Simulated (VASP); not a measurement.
# AlN (F-43m) in VASP: further runs

The runs below take AlN through single point, with PBEsol-based global hybrid with 25 % exact exchange, PBE0, B3LYP.

Everything below comes from runs of VASP 6.6.1. Logs are shortened: lines on timing, memory, paths and dates and some standing lists are left out, and cuts for length are marked.

## 1. The cell of the first run

Symmetry: F-43m, No. 216, cubic system. Conventional cell: a = 4.425 Å, b = 4.425 Å, c = 4.425 Å, α = 90.00°, β = 90.00°, γ = 90.00°. Within 2.5 Å of Al (site symmetry -43m) lie 4 N at 1.92 Å. Within 2.5 Å of N (site symmetry -43m) lie 4 Al at 1.92 Å.

## 2. Single point, PBEsol-based global hybrid with 25 % exact exchange

Contents of POSCAR:

```
AlN
1.0
    0.0000000000      2.2127336128      2.2127336128
    2.2127336128      0.0000000000      2.2127336128
    2.2127336128      2.2127336128      0.0000000000
Al N
1 1
Direct
    0.0000000000      0.0000000000      0.0000000000
    0.2500000000      0.2500000000      0.2500000000
```

Contents of INCAR.step1:

```
SYSTEM = AlN
  ALGO = Normal
  EDIFF = 1E-5
  ENCUT = 520
  GGA = PE
  ISIF = 2
  ISMEAR = -1
  LASPH = .TRUE.
  LCHARG = .FALSE.
  LREAL = .FALSE.
  LWAVE = .TRUE.
  NBANDS = 11
  NELM = 100
  PREC = Accurate
  SIGMA = 0.05
```

Contents of INCAR.step2:

```
SYSTEM = AlN
  AEXX = 0.25
  ALGO = Normal
  EDIFF = 1E-6
  ENCUT = 520
  GGA = PS
  ISIF = 2
  ISMEAR = -1
  ISTART = 1
  LASPH = .TRUE.
  LCHARG = .FALSE.
  LHFCALC = .TRUE.
  LREAL = .FALSE.
  LWAVE = .FALSE.
  NBANDS = 11
  NELM = 100
  PREC = Accurate
  PRECFOCK = Normal
  SIGMA = 0.05
```

Contents of KPOINTS:

```
k-points
0
G
  5 5 5
  0 0 0
```

Potentials or basis: VASP PAW PBE potentials, release 64 (Al, N).

Run with:

```sh
$ cat potpaw_PBE.64/Al/POTCAR potpaw_PBE.64/N/POTCAR > POTCAR
$ cp INCAR.step1 INCAR
$ mpirun -np 1 vasp_std > vasp.out
$ cp INCAR.step2 INCAR
$ mpirun -np 1 vasp_std > vasp.out
```

OUTCAR:

```text
SYSTEM = AlN
   AEXX = 0.25
   EDIFF = 1E-6
   ENCUT = 520
   GGA = PS
   ISIF = 2
   ISMEAR = -1
   ISTART = 1
   LASPH = .TRUE.
   LHFCALC = .TRUE.
   LREAL = .FALSE.
   NELM = 100
   PREC = Accurate
   PRECFOCK = Normal

 ion  position               nearest neighbor table
   1  0.000  0.000  0.000-   2 1.92   2 1.92   2 1.92   2 1.92
   2  0.250  0.250  0.250-   1 1.92   1 1.92   1 1.92   1 1.92

  LATTYP: Found a face centered cubic cell.
 ALAT       =     4.4254672256

  Lattice vectors:

 A1 = (   0.0000000000,   2.2127336128,   2.2127336128)
 A2 = (   2.2127336128,   0.0000000000,   2.2127336128)
 A3 = (   2.2127336128,   2.2127336128,   0.0000000000)

Analysis of symmetry for initial positions (statically):
=====================================================================
 Subroutine PRICEL returns:
 Original cell was already a primitive cell.

 Routine SETGRP: Setting up the symmetry group for a
 face centered cubic supercell.

 Subroutine GETGRP returns: Found 24 space group operations
 (whereof 24 operations were pure point group operations)
 out of a pool of 48 trial point group operations.

The static configuration has the point symmetry T_d .

Analysis of symmetry for dynamics (positions and initial velocities):
=====================================================================
 Subroutine PRICEL returns:
 Original cell was already a primitive cell.

 Routine SETGRP: Setting up the symmetry group for a
 face centered cubic supercell.

 Subroutine GETGRP returns: Found 24 space group operations
 (whereof 24 operations were pure point group operations)
 out of a pool of 48 trial point group operations.

The dynamic configuration has the point symmetry T_d .

 Subroutine INISYM returns: Found 24 space group operations
 (whereof 24 operations are pure point group operations),
 and found     1 'primitive' translations

----------------------------------------------------------------------------------------

                                     Primitive cell

  volume of cell :      21.6679

  direct lattice vectors                    reciprocal lattice vectors
     0.000000000  2.212733613  2.212733613    -0.225964841  0.225964841  0.225964841
     2.212733613  0.000000000  2.212733613     0.225964841 -0.225964841  0.225964841
     2.212733613  2.212733613  0.000000000     0.225964841  0.225964841 -0.225964841

  length of vectors
     3.129277885  3.129277885  3.129277885     0.391382586  0.391382586  0.391382586

  position of ions in fractional coordinates (direct lattice)
     0.000000000  0.000000000  0.000000000
     0.250000000  0.250000000  0.250000000

  ion indices of the primitive-cell ions
   primitive index   ion index
                 1           1
                 2           2

----------------------------------------------------------------------------------------

 KPOINTS: k-points

Automatic generation of k-mesh.
 Grid dimensions read from file:
 generate k-points for:    5    5    5

 Generating k-lattice:

  Cartesian coordinates                     Fractional coordinates (reciprocal lattice)
    -0.045192968  0.045192968  0.045192968     0.200000000  0.000000000  0.000000000
     0.045192968 -0.045192968  0.045192968     0.000000000  0.200000000  0.000000000
     0.045192968  0.045192968 -0.045192968     0.000000000  0.000000000  0.200000000

  Length of vectors
     0.078276517  0.078276517  0.078276517

  Shift w.r.t. Gamma in fractional coordinates (k-lattice)
     0.000000000  0.000000000  0.000000000

 Subroutine IBZKPT returns following result:
 ===========================================

 Found     10 irreducible k-points:

 Following reciprocal coordinates:
            Coordinates               Weight
  0.000000  0.000000  0.000000      1.000000
  0.200000  0.000000  0.000000      8.000000
  0.400000  0.000000  0.000000      8.000000
  0.200000  0.200000  0.000000      6.000000
  0.400000  0.200000  0.000000     24.000000
 -0.400000  0.200000  0.000000     24.000000
 -0.200000  0.200000  0.000000     12.000000
  0.400000  0.400000  0.000000      6.000000
 -0.400000  0.400000  0.000000     12.000000
 -0.400000  0.400000  0.200000     24.000000
   k-points           NKPTS =     10   k-points in BZ     NKDIM =    125   number of bands    NBANDS=     11
   number of dos      NEDOS =    301   number of ions     NIONS =      2
   total plane-waves  NPLWV =  13824
   dimension x,y,z NGX =    24 NGY =   24 NGZ =   24
   dimension x,y,z NGXF=    48 NGYF=   48 NGZF=   48
   ions per type =               1   1
   NGX,Y,Z   is equivalent  to a cutoff of  12.75, 12.75, 12.75 a.u.
   NGXF,Y,Z  is equivalent  to a cutoff of  25.50, 25.50, 25.50 a.u.
 SYSTEM =  AlN
   PREC   = accura    normal or accurate (medium, high low for compatibility)
   ISTART =      1    job   : 0-new  1-cont  2-samecut
   ICHARG =      0    charge: 1-file 2-atom 10-const
   ISPIN  =      1    spin polarized calculation?
   LNONCOLLINEAR =      F non collinear calculations
   LSORBIT =      F    spin-orbit coupling
   LASPH  =      T    aspherical Exc in radial PAW
   ENCUT  =  520.0 eV  38.22 Ry    6.18 a.u.   5.82  5.82  5.82*2*pi/ulx,y,z
   NELM   =    100;   NELMIN=  2; NELMDL=  0     # of ELM steps
   EDIFF  = 0.1E-05   stopping-criterion for ELM
   LREAL  =      F    real-space projection
   EDIFFG = 0.1E-04   stopping-criterion for IOM
   NSW    =      0    number of steps for IOM
   IBRION =     -1    ionic relax: 0-MD 1-quasi-New 2-CG
   NFREE  =      0    steps in history (QN), initial steepest desc. (CG)
   ISIF   =      2    stress and relaxation
   ISYM   =      3    0-nonsym 1-usesym 2-fastsym
   POTIM  = 0.5000    time-step for ionic-motion
   TEBEG  =    0.0;   TEEND  =   0.0 temperature during run
   PSTRESS=    0.0 pullay stress
   NELECT =       8.0000    total number of electrons
   NUPDOWN=      -1.0000    fix difference up-down
   EMIN   =  10.00;   EMAX   =-10.00  energy-range for DOS
   EFERMI =   0.00;   METHOD = LEGACY
   ISMEAR =    -1;   SIGMA  =   0.05  broadening in eV -4-tet -1-fermi 0-gaus
   EFERMI_NEDOS =   21; number of points for ismear=-14 and -15
   IALGO  =     38    algorithm
   IMIX   =      1    mixing-type and parameters
     AMIX     =   0.40;   BMIX     =  1.00
     AMIX_MAG =   1.60;   BMIX_MAG =  1.00
  volume/ion in A,a.u.               =      10.83        73.11
  Fermi-wavevector in a.u.,A,eV,Ry     =   1.174444  2.219378 18.766775  1.379319
  Thomas-Fermi vector in A             =   2.310841
   LORBIT       =      0    0 simple, 1 ext, 2 COOP (PROOUT), +10 PAW based schemes
   GGA     = PS    functional components
   LHFCALC =     T    Hartree Fock is set to
   PRECFOCK=normal    Normal, Fast or Accurate (Low or Medium for compatibility)
   ENCUT4O =  -1.0   cutoff for four orbital integrals eV
   NKREDX  =     1    reduce k-point grid by
   NKREDY  =     1    reduce k-point grid by
   NKREDZ  =     1    reduce k-point grid by
   AEXX    =    0.2500 exact exchange contribution
   HFSCREEN=    0.0000 screening length (either q_TF or 0.3 A-1)
   HFSCREENC=   0.0000 screening length for correlation (either q_TF or 0.3 A-1)
   ENCUTFOCK=  -1.0 apply spherical cutoff to Coloumb kernel
   IVDW    =     0    specifies the selected vdW correction
   LEPSILON=     F    determine dielectric tensor
   LRPA    =     F    only Hartree local field effects (RPA)
 non-spin polarized calculation
  energy-cutoff  :      520.00
  volume of cell :       21.67
 maximum number of plane-waves:       596
  NGX = 18; NGY = 18; NGZ = 18

 number of electron       8.0000002 magnetization

 Free energy of the ion-electron system (eV)
  ---------------------------------------------------
  ext. energy  EPLUGINS =         0.00000000
  ---------------------------------------------------
  free energy    TOTEN  =       -18.85271972 eV

  energy without entropy =      -18.85271972  energy(sigma->0) =      -18.85271972

 E-fermi :   5.2636     XC(G=0):  -8.6227

 val. band max:        4.2270275482   @ k =   0.0000   0.0000   0.0000
 cond. band min:      10.0067776207   @ k =   0.4000   0.4000   0.0000
 fundamental gap:      5.7797500725
 Fermi energy:         5.2636136886

 k-point     1 :       0.0000    0.0000    0.0000
  band No.  band energies     occupation
      1     -12.0200      2.00000
      2       4.2270      2.00000
      3       4.2270      2.00000
      4       4.2270      2.00000
      5      10.1243      0.00000
      6      18.7842      0.00000
      7      18.7842      0.00000
      8      18.7842      0.00000
      9      24.2065      0.00000
     10      24.2065      0.00000
     11      25.4807      0.00000

 k-point     2 :       0.2000    0.0000    0.0000
  band No.  band energies     occupation
      1     -11.4389      2.00000
      2       1.6526      2.00000
      3       4.0268      2.00000
      4       4.0268      2.00000
      5      12.0231      0.00000
      6      17.6193      0.00000
      7      18.8942      0.00000
      8      18.8942      0.00000
      9      22.3055      0.00000
     10      22.3055      0.00000
     11      23.6762      0.00000

 k-point     3 :       0.4000    0.0000    0.0000
  band No.  band energies     occupation
      1     -10.2018      2.00000
      2      -1.4871      2.00000
      3       3.7381      2.00000
      4       3.7381      2.00000
      5      13.3230      0.00000
      6      16.4664      0.00000
      7      17.6436      0.00000
      8      17.6436      0.00000
      9      23.9160      0.00000
     10      25.2557      0.00000
     11      25.2557      0.00000
[... 71 lines left out ...]
 k-point     9 :      -0.4000    0.4000    0.0000
  band No.  band energies     occupation
      1      -9.2660      2.00000
      2      -0.5841      2.00000
      3       0.8395      2.00000
      4       2.5868      2.00000
      5      10.7909      0.00000
      6      15.9876      0.00000
      7      19.8401      0.00000
      8      21.0996      0.00000
      9      21.5346      0.00000
     10      27.3325      0.00000
     11      30.8887      0.00000

 k-point    10 :      -0.4000    0.4000    0.2000
  band No.  band energies     occupation
      1      -9.4415      2.00000
      2      -0.4326      2.00000
      3       1.0861      2.00000
      4       2.2300      2.00000
      5      12.3438      0.00000
      6      17.0119      0.00000
      7      17.5320      0.00000
      8      19.8793      0.00000
      9      23.0302      0.00000
     10      25.6493      0.00000
     11      31.0798      0.00000

------------------------ aborting loop because EDIFF is reached ----------------------------------------

  FORCE on cell =-STRESS in cart. coord.  units (eV):
  Direction    XX          YY          ZZ          XY          YZ          ZX
  --------------------------------------------------------------------------------------
  -------------------------------------------------------------------------------------
  Total       -1.4107750     -1.4107750     -1.4107750      0.0000000      0.0000000     -0.0000000
  in kB     -104.3160010   -104.3160010   -104.3160010      0.0000000      0.0000000     -0.0000000
  external PRESSURE =    -104.3160010 kB  Pullay stress =       0.0000000 kB

 VOLUME and BASIS-vectors are now :
 -----------------------------------------------------------------------------
  energy-cutoff  :      520.00
  volume of cell :       21.67
      direct lattice vectors                 reciprocal lattice vectors
     0.000000000  2.212733613  2.212733613    -0.225964841  0.225964841  0.225964841
     2.212733613  0.000000000  2.212733613     0.225964841 -0.225964841  0.225964841
     2.212733613  2.212733613  0.000000000     0.225964841  0.225964841 -0.225964841

 POSITION                                       TOTAL-FORCE (eV/Angst)
 -----------------------------------------------------------------------------------
      0.00000      0.00000      0.00000        -0.000000     -0.000000     -0.000000
      1.10637      1.10637      1.10637         0.000000      0.000000      0.000000
 -----------------------------------------------------------------------------------
    total drift:                                0.000000      0.000000      0.000000

  FREE ENERGIE OF THE ION-ELECTRON SYSTEM (eV)
  ---------------------------------------------------
  free  energy   TOTEN  =       -18.8527197243 eV

  energy  without entropy=      -18.8527197242  energy(sigma->0) =      -18.85271972
```

Wall time 4.8 min (1 thread of AMD EPYC 7R43 (Zen 3), shared host); peak memory 0.09 GiB.

Results:

```
Free energy            : -18.8527 eV
Pressure               : -10.4 GPa
Band gap on the k mesh : 5.78 eV (least direct gap 5.90 eV)
```

Levels at points of the mesh, in eV from the valence-band top:
| k point | band 1 | band 2 | band 3 | band 4 | band 5 | band 6 | band 7 | band 8 |
| --- | --- | --- | --- | --- | --- | --- | --- | --- |
| (0.00, 0.00, 0.00) | -16.25 | 0.00 | 0.00 | 0.00 | 5.90 | 14.56 | 14.56 | 14.56 |

Caveat: the k points lie up to 0.49 Å⁻¹ apart; the PAW data sets were made with another functional, which shifts forces and pressure a little; an odd mesh through Γ misses points on the zone boundary, where band edges can lie.

(Continued in part 2 of 3.)
